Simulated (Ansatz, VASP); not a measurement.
# Two plane-wave programs on BeS

Contents of POSCAR:

```
BeS
1.0
    2.9413850451      0.0000000000      0.0000000000
    0.0000000000      2.9413850451      0.0000000000
    0.0000000000      0.0000000000      2.9413850451
Be S
1 1
Direct
    0.0000000000      0.0000000000      0.0000000000
    0.5000000000      0.5000000000      0.5000000000
```

Contents of INCAR.step1:

```
  PREC = Accurate
  ENCUT = 520
  EDIFF = 1E-5
  ISMEAR = -1
  SIGMA = 0.02
  LREAL = False
  LASPH = True
  NELM = 120
  ALGO = Normal
  ISIF = 2
  LWAVE = True
  LCHARG = False
  GGA = PE
  NBANDS = 11
  GGA_COMPAT = False
```

Contents of INCAR.step2:

```
  PREC = Accurate
  ENCUT = 520
  EDIFF = 1E-6
  ISMEAR = -1
  SIGMA = 0.02
  LREAL = False
  LASPH = True
  NELM = 120
  ALGO = Normal
  ISIF = 2
  LWAVE = False
  LCHARG = False
  GGA = PE
  LHFCALC = True
  AEXX = 0.1
  HFSCREEN = 0.1
  PRECFOCK = Normal
  ISTART = 1
  NBANDS = 11
  GGA_COMPAT = False
```

Contents of KPOINTS:

```
regular mesh
0
Gamma
  4 4 4
```

Input for Ansatz:

```yaml
crystal:
  lattice:
    - [2.9413850451, 0.0, 0.0]
    - [0.0, 2.9413850451, 0.0]
    - [0.0, 0.0, 2.9413850451]
  atoms:
    - { symbol: Be, position: [0.0, 0.0, 0.0] }
    - { symbol: S, position: [0.5, 0.5, 0.5] }
kpoints:
  mp_grid: { grid: [4, 4, 4] }
hamiltonian:
  xc: { exchange: pbe, correlation: pbe, exx: { coeff: 0.1, omega: 0.1 } }
scf:
  occupations: { method: fermi_dirac, width: 0.02 }
  n_extra_bands: 4
output:
  forces: true
  stress: true
  eigenvalues: true
```

Alike in both runs: task single point; functional PBE-based screened hybrid; k mesh 4 × 4 × 4; occupations fermi-dirac, width 0.02 eV; no spin polarisation.

|  | VASP | Ansatz |
| --- | --- | --- |
| version | VASP 6.6.1 | Ansatz 0.2.0 |
| potentials or method | VASP PAW PBE potentials, release 64 (Be, S) | plane waves |
| plane-wave cutoff (eV) | 520 | 420 |
| valence electrons in the cell | 8 | 8 |

|  | VASP | Ansatz | Ansatz less VASP |
| --- | --- | --- | --- |
| pressure (GPa) | -2.6 | -2.3 | +0.28 |

VASP's potentials were made for PBE, not for PBE-based screened hybrid. Ansatz's warnings: filled band counts differ across k points, stress exchange threshold loose, stress scf threshold loose.

The k mesh is coarse, so the values compare programs but aren't converged.
